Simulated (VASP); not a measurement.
A run of VASP 6.6.1 is set up as follows.

The input POSCAR:

```
Os
1.0
    1.6627916808      0.9600132245      3.0834478148
   -1.6627916808      0.9600132245      3.0834478148
    0.0000000000     -1.9200264490      3.0834478148
Os
2
Direct
    0.2275400000      0.2275400000      0.2275400000
    0.7724600000      0.7724600000      0.7724600000
```

INCAR.step1

```
  PREC = Accurate
  ENCUT = 620
  ISMEAR = 0
  SIGMA = 0.1
  LREAL = F
  LASPH = T
  NELM = 120
  NBANDS = 23
  GGA = PE
  ALGO = Normal
  EDIFF = 1E-5
  LWAVE = T
  LCHARG = F
  GGA_COMPAT = F
```

INCAR.step2

```
  PREC = Accurate
  ENCUT = 620
  EDIFF = 1E-6
  ISMEAR = 0
  SIGMA = 0.1
  LREAL = F
  LASPH = T
  NELM = 120
  ALGO = Normal
  ISIF = 2
  LWAVE = F
  LCHARG = F
  METAGGA = R2SCAN
  LMIXTAU = T
  NBANDS = 23
  ISTART = 1
  GGA_COMPAT = F
```

The input KPOINTS:

```
regular mesh
0
Gamma
  6 6 6
```

Potentials or basis: VASP PAW PBE potentials, release 64 (Os_sv_GW).

The run is started by

```bash
$ cat potpaw_PBE.64/Os_sv_GW/POTCAR > POTCAR
$ cp INCAR.step1 INCAR
$ mpirun -np 1 vasp_std > vasp.out
$ cp INCAR.step2 INCAR
$ mpirun -np 1 vasp_std > vasp.out
```

**Question.** What does it give for the largest force?

**Answer.** 4.242 eV/Å.

**Question.** What does it give for the pressure?

**Answer.** 73.7 GPa.

Forces on the atoms (eV/Å):
```
Os   0.000  0.000  4.242
Os   0.000  0.000 -4.242
```

Caveat: the k points lie up to 0.38 Å⁻¹ apart, too coarse for converged energies and pressures of a metal; the PAW data sets were made with another functional, which shifts forces and pressure a little.
